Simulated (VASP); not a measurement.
Runs of VASP 6.6.1 on Pt. The structure is that of space group Fd-3m (No. 227), or close to it. The cells are those of the table. This isn't the form of Pt at room conditions, which is fcc.

```csv
cell,gap on the mesh (eV),pressure (GPa),moment (μB)
"a = 4.241 Å, angles 60.0°, 2 atoms",none,(a),1.19
"a = 4.083 Å, angles 60.0°, 2 atoms",none,-0.2,0.49
"a = 3.972 Å, angles 60.0°, 2 atoms",none,11.3,0.01
"a = 4.137 Å, angles 60.0°, 2 atoms",none,(b),0.00
```

Alike in all rows: task single point; level PBE; potentials or basis VASP PAW PBE potentials, release 64 (Pt); spin collinear; k mesh 11 × 11 × 11; cutoff (eV) 520; smearing fermi-dirac 0.05 eV.

Question: Fill in the values left out.

Answer: (a) -9.2; (b) -4.3.

Caveats: spin-orbit coupling is left out, which moves the levels of the heavy elements; the cell stands under tension (at least some runs); a moment this small can come from the mesh or the smearing (at least some runs); the cell stands under pressure (at least some runs).

A k mesh can miss the band edges, and the runs leave out spin-orbit coupling on Pt.

A gap of «none» marks levels without a gap at the run's occupations.
